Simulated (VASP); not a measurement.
# Ge (P6_3/mmc) in VASP: notebook

Ge is run at these levels: revPBE; tasks: single point, relaxation of cell and atoms.

Everything below comes from runs of VASP 6.6.1. Logs are shortened: lines on timing, memory, paths and dates and some standing lists are left out, and cuts for length are marked.

## (1) The cell of the first run

It takes space group P6_3/mmc (No. 194, hexagonal). Conventional cell: a = 2.996 Å, b = 2.996 Å, c = 9.821 Å, α = 90.00°, β = 90.00°, γ = 120.00°. Ge (site symmetry -3m) has 12 Ge at 3.00 Å within 3.9 Å. Ge (site symmetry -6m2) has 12 Ge at 3.00 Å within 3.9 Å.

## (2) Single point, revPBE (volume scaled by 0.96)

File INCAR:

```
  ALGO = Normal
  EDIFF = 1E-7
  ENCUT = 520
  GGA = RE
  ISIF = 2
  ISMEAR = -1
  LASPH = T
  LCHARG = F
  LREAL = F
  LWAVE = F
  NBANDS = 36
  NELM = 100
  PREC = Accurate
  SIGMA = 0.1
```

File KPOINTS:

```
k-points
0
Gamma
  16 16 5
```

File POSCAR:

```
Ge
1.0
    2.9956859024      0.0000000000      0.0000000000
   -1.4978429512      2.5943400933      0.0000000000
    0.0000000000      0.0000000000      9.8211270292
Ge
4
Direct
    1.0000000000      1.0000000000      0.0000000000
    1.0000000000      1.0000000000      0.5000000000
    0.3333333333      0.6666666667      0.2500000000
    0.6666666667      0.3333333333      0.7500000000
```

Potentials or basis: VASP PAW PBE potentials, release 64 (Ge_d).

Launch:

```console
$ cat potpaw_PBE.64/Ge_d/POTCAR > POTCAR
$ mpirun -np 1 vasp_std > vasp.out
```

OUTCAR:

```text
EDIFF = 1E-7
   ENCUT = 520
   GGA = RE
   ISIF = 2
   ISMEAR = -1
   LASPH = T
   LREAL = F
   NELM = 100
   PREC = Accurate

 ion  position               nearest neighbor table
   1  0.000  0.000  0.000-
   2  0.000  0.000  0.500-
   3  0.333  0.667  0.250-
   4  0.667  0.333  0.750-

  LATTYP: Found a hexagonal cell.
 ALAT       =     2.9956859024
 C/A-ratio  =     3.2784234894

  Lattice vectors:

 A1 = (   2.9956859024,   0.0000000000,   0.0000000000)
 A2 = (  -1.4978429512,   2.5943400933,   0.0000000000)
 A3 = (   0.0000000000,   0.0000000000,   9.8211270292)

Analysis of symmetry for initial positions (statically):
=====================================================================
 Subroutine PRICEL returns:
 Original cell was already a primitive cell.

 Routine SETGRP: Setting up the symmetry group for a
 hexagonal supercell.

 Subroutine GETGRP returns: Found 24 space group operations
 (whereof 12 operations were pure point group operations)
 out of a pool of 24 trial point group operations.

The static configuration has the point symmetry D_3d.
 The point group associated with its full space group is D_6h.

Analysis of symmetry for dynamics (positions and initial velocities):
=====================================================================
 Subroutine PRICEL returns:
 Original cell was already a primitive cell.

 Routine SETGRP: Setting up the symmetry group for a
 hexagonal supercell.

 Subroutine GETGRP returns: Found 24 space group operations
 (whereof 12 operations were pure point group operations)
 out of a pool of 24 trial point group operations.

The dynamic configuration has the point symmetry D_3d.
 The point group associated with its full space group is D_6h.

 Subroutine INISYM returns: Found 24 space group operations
 (whereof 12 operations are pure point group operations),
 and found     1 'primitive' translations

----------------------------------------------------------------------------------------

                                     Primitive cell

  volume of cell :      76.3281

  direct lattice vectors                    reciprocal lattice vectors
     2.995685902  0.000000000  0.000000000     0.333813368  0.192727238  0.000000000
    -1.497842951  2.594340093  0.000000000     0.000000000  0.385454476  0.000000000
     0.000000000  0.000000000  9.821127029     0.000000000  0.000000000  0.101821308

  length of vectors
     2.995685902  2.995685902  9.821127029     0.385454476  0.385454476  0.101821308

  position of ions in fractional coordinates (direct lattice)
     0.000000000  0.000000000  0.000000000
     0.000000000  0.000000000  0.500000000
     0.333333333  0.666666667  0.250000000
     0.666666667  0.333333333  0.750000000

  ion indices of the primitive-cell ions
   primitive index   ion index
                 1           1
                 2           2
                 3           3
                 4           4

----------------------------------------------------------------------------------------

 KPOINTS: k-points

Automatic generation of k-mesh.
 Grid dimensions read from file:
 generate k-points for:   16   16    5

 Generating k-lattice:

  Cartesian coordinates                     Fractional coordinates (reciprocal lattice)
     0.020863335  0.012045452  0.000000000     0.062500000  0.000000000  0.000000000
     0.000000000  0.024090905  0.000000000     0.000000000  0.062500000  0.000000000
     0.000000000  0.000000000  0.020364262     0.000000000  0.000000000  0.200000000

  Length of vectors
     0.024090905  0.024090905  0.020364262

  Shift w.r.t. Gamma in fractional coordinates (k-lattice)
     0.000000000  0.000000000  0.000000000

 Subroutine IBZKPT returns following result:
 ===========================================

 Found     90 irreducible k-points:

 Following reciprocal coordinates:
            Coordinates               Weight
  0.000000  0.000000  0.000000      1.000000
  0.062500  0.000000  0.000000      6.000000
  0.125000  0.000000  0.000000      6.000000
  0.187500  0.000000  0.000000      6.000000
  0.250000  0.000000  0.000000      6.000000
  0.312500 -0.000000  0.000000      6.000000
[... 16 lines left out ...]
  0.187500  0.187500  0.000000      6.000000
  0.250000  0.187500  0.000000     12.000000
 [... further k-points ...]
   k-points           NKPTS =     90   k-points in BZ     NKDIM =     90   number of bands    NBANDS=     36
   number of dos      NEDOS =    301   number of ions     NIONS =      4
   total plane-waves  NPLWV =  46080
   dimension x,y,z NGX =    24 NGY =   24 NGZ =   80
   dimension x,y,z NGXF=    48 NGYF=   48 NGZF=  160
   ions per type =               4
   NGX,Y,Z   is equivalent  to a cutoff of  13.32, 13.32, 13.54 a.u.
   NGXF,Y,Z  is equivalent  to a cutoff of  26.64, 26.64, 27.08 a.u.
 SYSTEM =  unknown system
   PREC   = accura    normal or accurate (medium, high low for compatibility)
   ISTART =      0    job   : 0-new  1-cont  2-samecut
   ICHARG =      2    charge: 1-file 2-atom 10-const
   ISPIN  =      1    spin polarized calculation?
   LNONCOLLINEAR =      F non collinear calculations
   LSORBIT =      F    spin-orbit coupling
   LASPH  =      T    aspherical Exc in radial PAW
   ENCUT  =  520.0 eV  38.22 Ry    6.18 a.u.   5.57  5.57 18.26*2*pi/ulx,y,z
   NELM   =    100;   NELMIN=  2; NELMDL= -5     # of ELM steps
   EDIFF  = 0.1E-06   stopping-criterion for ELM
   LREAL  =      F    real-space projection
   EDIFFG = 0.1E-05   stopping-criterion for IOM
   NSW    =      0    number of steps for IOM
   IBRION =     -1    ionic relax: 0-MD 1-quasi-New 2-CG
   NFREE  =      0    steps in history (QN), initial steepest desc. (CG)
   ISIF   =      2    stress and relaxation
   ISYM   =      2    0-nonsym 1-usesym 2-fastsym
   POTIM  = 0.5000    time-step for ionic-motion
   TEBEG  =    0.0;   TEEND  =   0.0 temperature during run
   PSTRESS=    0.0 pullay stress
   NELECT =      56.0000    total number of electrons
   NUPDOWN=      -1.0000    fix difference up-down
   EMIN   =  10.00;   EMAX   =-10.00  energy-range for DOS
   EFERMI =   0.00;   METHOD = LEGACY
   ISMEAR =    -1;   SIGMA  =   0.10  broadening in eV -4-tet -1-fermi 0-gaus
   EFERMI_NEDOS =   21; number of points for ismear=-14 and -15
   IALGO  =     38    algorithm
   IMIX   =      4    mixing-type and parameters
     AMIX     =   0.40;   BMIX     =  1.00
     AMIX_MAG =   1.60;   BMIX_MAG =  1.00
  volume/ion in A,a.u.               =      19.08       128.77
  Fermi-wavevector in a.u.,A,eV,Ry     =   1.476531  2.790240 29.662671  2.180145
  Thomas-Fermi vector in A             =   2.591047
   LORBIT       =      0    0 simple, 1 ext, 2 COOP (PROOUT), +10 PAW based schemes
   GGA     = RE    functional components
   LHFCALC =     F    Hartree Fock is set to
   AEXX    =    0.0000 exact exchange contribution
   IVDW    =     0    specifies the selected vdW correction
   LEPSILON=     F    determine dielectric tensor
   LRPA    =     F    only Hartree local field effects (RPA)
 non-spin polarized calculation
  energy-cutoff  :      520.00
  volume of cell :       76.33
 maximum number of plane-waves:      2093
 NGX is ok and might be reduce to    24
   NGX = 11   NGY = 11   NGZ = 37

 number of electron      56.0000060 magnetization

 Free energy of the ion-electron system (eV)
  ---------------------------------------------------
  ext. energy  EPLUGINS =         0.00000000
  ---------------------------------------------------
  free energy    TOTEN  =       -15.52356262 eV

  energy without entropy =      -15.45393596  energy(sigma->0) =      -15.48874929

 E-fermi :   6.7958     XC(G=0): -11.1666

 val. band max:        6.7878193974   @ k =   0.3125   0.1250   0.2000
 cond. band min:       6.8014744914   @ k =   0.1875   0.0000   0.2000
 fundamental gap:      0.0136550940
 Fermi energy:         6.7958216943

 k-point     1 :       0.0000    0.0000    0.0000
  band No.  band energies     occupation
      1     -18.0372      2.00000
      2     -18.0361      2.00000
      3     -18.0285      2.00000
      4     -18.0285      2.00000
      5     -18.0228      2.00000
      6     -18.0228      2.00000
[... 28 lines left out ...]
     35      15.5834      0.00000
     36      15.6741      0.00000

 k-point     2 :       0.0625    0.0000    0.0000
  band No.  band energies     occupation
      1     -18.0360      2.00000
      2     -18.0354      2.00000
      3     -18.0284      2.00000
      4     -18.0253      2.00000
      5     -18.0243      2.00000
      6     -18.0197      2.00000
[... 28 lines left out ...]
     35      15.5685      0.00000
     36      15.6735      0.00000

 k-point     3 :       0.1250    0.0000    0.0000
  band No.  band energies     occupation
      1     -18.0382      2.00000
      2     -18.0348      2.00000
      3     -18.0264      2.00000
      4     -18.0230      2.00000
      5     -18.0175      2.00000
      6     -18.0164      2.00000
[... 28 lines left out ...]
     35      15.2055      0.00000
     36      15.6420      0.00000

 k-point     4 :       0.1875    0.0000    0.0000
  band No.  band energies     occupation
      1     -18.0443      2.00000
      2     -18.0392      2.00000
      3     -18.0231      2.00000
      4     -18.0228      2.00000
      5     -18.0139      2.00000
      6     -18.0109      2.00000
[... 28 lines left out ...]
     35      14.4575      0.00000
     36      15.2895      0.00000

 k-point     5 :       0.2500    0.0000    0.0000
  band No.  band energies     occupation
      1     -18.0526      2.00000
      2     -18.0443      2.00000
      3     -18.0306      2.00000
      4     -18.0209      2.00000
      5     -18.0166      2.00000
      6     -18.0079      2.00000
[... 655 lines left out ...]
 k-point    22 :       0.4375    0.1250    0.0000
  band No.  band energies     occupation
      1     -18.0605      2.00000
      2     -18.0509      2.00000
      3     -18.0431      2.00000
      4     -18.0268      2.00000
      5     -18.0238      2.00000
      6     -18.0166      2.00000
[... 28 lines left out ...]
     35      11.9743      0.00000
     36      12.0597      0.00000

 k-point    23 :       0.1875    0.1875    0.0000
  band No.  band energies     occupation
      1     -18.0387      2.00000
      2     -18.0354      2.00000
      3     -18.0322      2.00000
      4     -18.0266      2.00000
      5     -18.0171      2.00000
      6     -18.0116      2.00000
[... 28 lines left out ...]
     35      11.3184      0.00000
     36      12.5977      0.00000

 k-point    24 :       0.2500    0.1875    0.0000
  band No.  band energies     occupation
      1     -18.0407      2.00000
      2     -18.0406      2.00000
      3     -18.0299      2.00000
      4     -18.0227      2.00000
      5     -18.0191      2.00000
      6     -18.0146      2.00000
[... 28 lines left out ...]
     35      11.0849      0.00000
     36      11.5631      0.00000

 [... further k-points ...]

------------------------ aborting loop because EDIFF is reached ----------------------------------------

  FORCE on cell =-STRESS in cart. coord.  units (eV):
  Direction    XX          YY          ZZ          XY          YZ          ZX
  --------------------------------------------------------------------------------------
  -------------------------------------------------------------------------------------
  Total        1.2106691      1.2106691      1.6988902     -0.0000000      0.0000000      0.0000000
  in kB       25.4127420     25.4127420     35.6608253     -0.0000000      0.0000000      0.0000000
  external PRESSURE =      28.8287697 kB  Pullay stress =       0.0000000 kB

 VOLUME and BASIS-vectors are now :
 -----------------------------------------------------------------------------
  energy-cutoff  :      520.00
  volume of cell :       76.33
      direct lattice vectors                 reciprocal lattice vectors
     2.995685902  0.000000000  0.000000000     0.333813368  0.192727238  0.000000000
    -1.497842951  2.594340093  0.000000000     0.000000000  0.385454476  0.000000000
     0.000000000  0.000000000  9.821127029     0.000000000  0.000000000  0.101821308

 POSITION                                       TOTAL-FORCE (eV/Angst)
 -----------------------------------------------------------------------------------
      0.00000      0.00000      0.00000         0.000000      0.000000     -0.000000
      0.00000      0.00000      4.91056         0.000000      0.000000     -0.000000
     -0.00000      1.72956      2.45528        -0.000000      0.000000     -0.000000
      1.49784      0.86478      7.36585         0.000000     -0.000000      0.000000
 -----------------------------------------------------------------------------------
    total drift:                               -0.000000      0.000000     -0.000000

  FREE ENERGIE OF THE ION-ELECTRON SYSTEM (eV)
  ---------------------------------------------------
  free  energy   TOTEN  =       -15.5235626184 eV

  energy  without entropy=      -15.4539359598  energy(sigma->0) =      -15.48874929
```

It took 2.2 min on 1 thread of Intel Xeon 6975P-C (Granite Rapids), shared host; peak memory 0.31 GiB.

What came out:

```yaml
Free_energy: -15.5236 eV
Pressure: 2.9 GPa
Band_gap_on_the_k_mesh: zero (band 28 reaches 13.65 eV, above the bottom of band 29 at 4.24 eV)
```

Levels at points of the mesh, in eV from the Fermi level:
```csv
k point,band 24,band 25,band 26,band 27,band 28,band 29,band 30,band 31,band 32,band 33
"(0.00, 0.00, 0.00)",-7.92,-5.53,1.11,1.11,6.82,6.82,7.58,7.58,7.77,7.77
"(0.50, 0.00, 0.00)",-6.20,-5.24,-4.89,-2.35,-1.91,-0.43,0.50,2.65,4.13,4.15
```

Caveat: the PAW data sets were made with another functional, which shifts forces and pressure a little.

(Continued in part 2 of 2.)
